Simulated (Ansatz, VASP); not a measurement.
# TaMn2F2: VASP beside Ansatz

```
Ta Mn F
1.0
    -1.66558    1.66558    5.71486
     1.66558   -1.66558    5.71486
     1.66558    1.66558   -5.71486
Ta Mn F
1 2 2
Direct
  0.00000 0.00000 0.00000
  0.62199 0.62199 0.00000
  0.37801 0.37801 0.00000
  0.25000 0.75000 0.50000
  0.75000 0.25000 0.50000
```

Alike in both runs: functional PBE; k mesh 6 × 6 × 6; occupations gaussian, width 0.1 eV; collinear spin.

Ansatz relaxed the structure, and its values are those at the end. VASP's run is a single point on that final structure, the one shown.

```csv
,VASP,Ansatz
version,VASP 6.6.1,Ansatz 0.2.0
potentials or method,"VASP PAW PBE potentials, release 64 (Ta_pv, Mn_pv, F), cutoff 520 eV","scalar-relativistic, plane waves, PAW"
valence electrons in the cell,51,57
```

|  | VASP | Ansatz | Ansatz less VASP |
| --- | --- | --- | --- |
| gap on the k mesh at the Fermi level (eV) | none | none | - |
| pressure (GPa) | 0.0 | 0.0 | -0.03 |
| rms of the force components (eV/Å) | 0.006 | 0.005 | -0.0011 |
| net moment per atom (μB) | 1.00 | 1.00 | 0.000 |
| size of the moment on the site where the two differ most (μB) | 3.21 | 3.01 | -0.197 |

Site moments also hang on the region over which each program counts them. A gap of «none» marks a metal or a gap that the smearing closes. VASP's potentials hold 51 valence electrons a cell and Ansatz's 57, so a difference there can come from the potentials and not from the codes.

The k mesh is coarse, so the values compare programs but aren't converged. Neither program's run includes spin-orbit coupling.
